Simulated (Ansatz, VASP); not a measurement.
**Pd6F: VASP beside Ansatz**

File INCAR:

```
SYSTEM = Pd6F
ALGO = Normal ; EDIFF = 1E-6
ENCUT = 700 ; GGA = PE
GGA_COMPAT = .FALSE. ; ISIF = 2
ISMEAR = 0 ; LASPH = .TRUE.
LCHARG = .FALSE. ; LREAL = .FALSE.
LWAVE = .FALSE. ; NBANDS = 66
NELM = 120 ; PREC = Accurate
SIGMA = 0.1
```

KPOINTS

```
k-points
0
G
  4 4 4
  0 0 0
```

Contents of POSCAR:

```
Pd6F
1.0
    4.5594639600      0.0000000000      0.0000000000
    0.0000000000      4.5594639600      0.0000000000
    0.0000000000      0.0000000000      4.5594639600
Pd F
6 1
Direct
    0.2070000000      0.5000000000      0.5000000000
    0.5000000000      0.2070000000      0.5000000000
    0.7930000000      0.5000000000      0.5000000000
    0.5000000000      0.7930000000      0.5000000000
    0.5000000000      0.5000000000      0.2070000000
    0.5000000000      0.5000000000      0.7930000000
    0.0000000000      0.0000000000      0.0000000000
```

Input for Ansatz:

```yaml
crystal:
  lattice:
    - [4.55946396, 0.0, 0.0]
    - [0.0, 4.55946396, 0.0]
    - [0.0, 0.0, 4.55946396]
  atoms:
    - { symbol: Pd, position: [0.207, 0.5, 0.5] }
    - { symbol: Pd, position: [0.5, 0.207, 0.5] }
    - { symbol: Pd, position: [0.793, 0.5, 0.5] }
    - { symbol: Pd, position: [0.5, 0.793, 0.5] }
    - { symbol: Pd, position: [0.5, 0.5, 0.207] }
    - { symbol: Pd, position: [0.5, 0.5, 0.793] }
    - { symbol: F, position: [0.0, 0.0, 0.0] }
basis:
  ecutwfc: 420
kpoints:
  mp_grid: { grid: [4, 4, 4] }
hamiltonian:
  xc: pbe
scf:
  occupations: { method: gaussian, width: 0.1 }
  lower_state_search: "off"
output:
  forces: true
  stress: true
  eigenvalues: true
```

Change from the starting cell: species swapped into the GdB6 type (Pm-3m, No. 221).

Alike in both runs: task single point; functional PBE; k mesh 4 × 4 × 4; occupations gaussian, width 0.1 eV; no spin polarisation.

```csv
,VASP,Ansatz
version,VASP 6.6.1,Ansatz 0.2.0
potentials or method,"VASP PAW PBE potentials, release 64 (Pd_sv_GW, F), cutoff 700 eV","scalar-relativistic, plane waves, PAW"
valence electrons in the cell,115,115
```

|  | VASP | Ansatz | Ansatz less VASP |
| --- | --- | --- | --- |
| gap on the k mesh at the Fermi level (eV) | none | none | - |
| rms of the force components (eV/Å) | 24.335 | 23.974 | -0.3605 |

Atom by atom the forces differ by 0.361 eV/Å (rms over components). A gap of «none» marks a metal or a gap that the smearing closes.
